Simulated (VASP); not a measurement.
Os, 1 atom in the cell. Symmetry: Fm-3m, No. 225, cubic system. The conventional cell has a = 3.820 Å, b = 3.820 Å, c = 3.820 Å, α = 90.00°, β = 90.00°, γ = 90.00°. Within 3.6 Å of Os (site symmetry m-3m) lie 12 Os at 2.70 Å. This isn't the form of Os at room conditions, which is hcp.

| Item | Value |
| --- | --- |
| Program | VASP 6.6.1 |
| Task | relaxation of cell and atoms |
| Functional | PBEsol |
| Potentials or basis | VASP PAW PBE potentials, release 64 (Os) |
| Cutoff | 600 eV |
| k mesh | 19 × 19 × 19 |
| Occupations | fermi-dirac, width 0.1 eV |
| Spin | no spin polarisation |
| Target pressure | 40 GPa |
| Dipole correction | no |
| Further INCAR settings | ALGO = Normal; EDIFF = 1e-07; IBRION = 2; EDIFFG = -0.03; NSW = 60; ISIF = 3 |

Potentials or basis: VASP PAW PBE potentials, release 64 (Os).

Command:

```console
$ cat potpaw_PBE.64/Os/POTCAR > POTCAR
$ mpirun -np 1 vasp_std > vasp.out
```

Hardware: 1 thread of AMD EPYC 7R13 Processor (Zen 3), with other jobs on the host.

Estimate the wall time of this run.

Run time: 92 s on 1 thread of AMD EPYC 7R13 Processor (Zen 3), with other jobs on the host, peak memory 0.15 GiB. Counts: scf iterations 44, k points 220, ion steps 5.
